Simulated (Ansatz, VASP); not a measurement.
## Lu in VASP and in Ansatz

The input INCAR:

```
PREC = Accurate ; ENCUT = 520
EDIFF = 1E-7 ; ISMEAR = -1
SIGMA = 0.03 ; LREAL = False
LASPH = True ; NELM = 80
ALGO = Normal ; ISIF = 2
LWAVE = False ; LCHARG = True
GGA = PS ; LELF = True
LVHAR = True ; NBANDS = 32
```

The input KPOINTS:

```
regular mesh
0
Gamma
  13 13 8
```

POSCAR

```
Lu
1.0
    3.5098988894      0.0000000000      0.0000000000
   -1.7549494447      3.0396616030      0.0000000000
    0.0000000000      0.0000000000      5.5109340000
Lu
2
Direct
    0.3333333333      0.6666666667      0.2500000000
    0.6666666667      0.3333333333      0.7500000000
```

Input for Ansatz:

```yaml
crystal:
  lattice:
    - [3.5098988894, 0.0, 0.0]
    - [-1.7549494447, 3.039661603, 0.0]
    - [0.0, 0.0, 5.510934]
  atoms:
    - { symbol: Lu, position: [0.3333333333, 0.6666666667, 0.25] }
    - { symbol: Lu, position: [0.6666666667, 0.3333333333, 0.75] }
kpoints:
  mp_grid: { grid: [13, 13, 8] }
  band_path:
    path:
      - [0.0, 0.0, 0.0]
      - [0.5, 0.0, 0.0]
      - [0.3333333333, 0.3333333333, 0.0]
      - [0.0, 0.0, 0.0]
      - [0.0, 0.0, 0.5]
      - [0.5, 0.0, 0.5]
      - [0.3333333333, 0.3333333333, 0.5]
      - [0.0, 0.0, 0.5]
      - [0.5, 0.0, 0.5]
    npoints: 5
scf:
  occupations: { method: fermi_dirac, width: 0.03 }
hamiltonian:
  xc: pbesol
  pseudopotentials: { kind: all_electron, lapw: { basis_error: 0.0005 } }
output:
  forces: true
  stress: true
  eigenvalues: true
```

Change from the starting cell: zz strain of -1 %.

Alike in both runs: task single point; functional PBEsol; k mesh 13 × 13 × 8; occupations fermi-dirac, width 0.03 eV; no spin polarisation.

```csv
,VASP,Ansatz
version,VASP 6.6.1,Ansatz 0.2.0
potentials or method,"VASP PAW PBE potentials, release 64 (Lu), cutoff 520 eV","all-electron LAPW, scalar-relativistic"
```

```csv
,VASP,Ansatz,Ansatz less VASP
pressure (GPa),-2.9,-3.0,-0.11
"traceless stress, the component that is largest in VASP (GPa)",-0.48,-0.48,+0.002
```

VASP's potentials were made for PBE, not for PBEsol. Ansatz ran all-electron here, and VASP with PAW potentials.

Neither program's run includes spin-orbit coupling.
